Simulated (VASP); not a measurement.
**BeCdS4: single point with PBE**

The system is BeCdS4.

```xyz
6
Lattice="-2.0931 3.3921 4.2785 2.0931 -3.3921 4.2785 2.0931 3.3921 -4.2785" Properties=species:S:1:pos:R:3 pbc="T T T"
Be    0.0000    0.0000    0.0000
Cd    0.0000    3.3921    0.0000
S     0.6583    1.9640    3.4251
S     1.4348    1.4281   -0.8534
S    -0.6583    1.9640    5.1319
S     2.7514    1.4281    0.8534
```

| Property | Result |
| --- | --- |
| Program | VASP 6.6.1 |
| Task | single point |
| Functional | PBE |
| Potentials or basis | VASP PAW PBE potentials, release 64 (Be, Cd, S) |
| Cutoff | 520 eV |
| k mesh | 8 × 8 × 8 |
| Occupations | gaussian, width 0.02 eV |
| Spin | no spin polarisation |

```json
{
  "Pressure": "0.0 GPa",
  "Largest force": "0.099 eV/Å",
  "Band gap on the k mesh": "1.33 eV (least direct gap 2.04 eV)"
}
```

Forces in eV/Å, atoms in the order of the input:
```
Be   0.000  0.000  0.000
Cd   0.000  0.000  0.000
S   -0.078  0.024  0.057
S    0.078 -0.024  0.057
S    0.078  0.024 -0.057
S   -0.078 -0.024 -0.057
```

Stress tensor (GPa, compression positive):
```
-0.04  0.00  0.00
 0.00  0.20  0.00
 0.00  0.00 -0.20
```

Levels at points of the mesh, in eV from the valence-band top:
```csv
k point,band 15,band 16,band 17,band 18,band 19,band 20,band 21,band 22,band 23,band 24
"(0.00, 0.00, 0.00)",-2.66,-2.32,-2.28,-1.87,-0.93,1.86,2.12,2.61,3.77,4.89
"(0.50, 0.00, 0.00)",-2.88,-2.47,-2.11,-1.46,-0.43,1.86,2.21,3.79,4.53,5.27
"(0.00, 0.50, 0.00)",-3.32,-1.91,-1.44,-0.56,0.00,2.21,2.71,3.79,4.07,4.20
"(0.50, 0.50, 0.00)",-3.00,-2.21,-1.73,-0.87,-0.63,2.17,2.70,2.73,3.99,5.14
"(0.50, 0.50, 0.50)",-2.52,-2.39,-1.90,-1.30,-0.93,1.42,2.39,2.57,4.93,5.42
```

It took 4.1 min on 1 thread of AMD EPYC 9R45 96-Core Processor (Zen 5), on a shared host, peak memory 0.47 GiB.

A k mesh can miss the band edges.
